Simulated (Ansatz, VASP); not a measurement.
**One calculation of LiCl, two programs**

INCAR

```
SYSTEM = LiCl
PREC = Accurate
ENCUT = 520
EDIFF = 1E-6
ISMEAR = 0
SIGMA = 0.05
LREAL = .False.
LASPH = .True.
NELM = 60
ALGO = Normal
ISIF = 2
LWAVE = .False.
LCHARG = .False.
GGA = PS
NBANDS = 12
```

File KPOINTS:

```
Automatic mesh
0
Gamma
  8 8 8
  0 0 0
```

Contents of POSCAR:

```
LiCl
1.0
    0.3218042087      2.7353357742      2.7353357742
    2.7353357742      0.3218042087      2.7353357742
    2.7353357742      2.7353357742      0.3218042087
Li Cl
1 1
Direct
    0.0000000000      0.0000000000      0.0000000000
    0.5000000000      0.5000000000      0.5000000000
```

Input for Ansatz:

```yaml
crystal:
  lattice:
    - [0.3218042087, 2.7353357742, 2.7353357742]
    - [2.7353357742, 0.3218042087, 2.7353357742]
    - [2.7353357742, 2.7353357742, 0.3218042087]
  atoms:
    - { symbol: Li, position: [0.0, 0.0, 0.0] }
    - { symbol: Cl, position: [0.5, 0.5, 0.5] }
basis:
  ecutwfc: 420
kpoints:
  mp_grid: { grid: [8, 8, 8] }
hamiltonian:
  xc: pbesol
scf:
  occupations: { method: gaussian, width: 0.05 }
output:
  forces: true
  stress: true
  eigenvalues: true
```

Alike in both runs: task single point; functional PBEsol; k mesh 8 × 8 × 8; occupations gaussian, width 0.05 eV; no spin polarisation.

```csv
,VASP,Ansatz
version,VASP 6.6.1,Ansatz 0.2.0
potentials or method,"VASP PAW PBE potentials, release 64 (Li_sv, Cl), cutoff 520 eV","scalar-relativistic, plane waves, PAW"
valence electrons in the cell,10,10
```

```csv
,VASP,Ansatz,Ansatz less VASP
gap on the k mesh at the Fermi level (eV),5.29,5.27,-0.014
least direct gap on the mesh (eV),5.29,5.27,-0.014
```

VASP's potentials were made for PBE, not for PBEsol. The functional is the same, so the differences come from potentials, cutoffs and numerics.

Noted on VASP's run: the cutoff is under 1.25 times that of the potentials, so the pressure is a little rough.
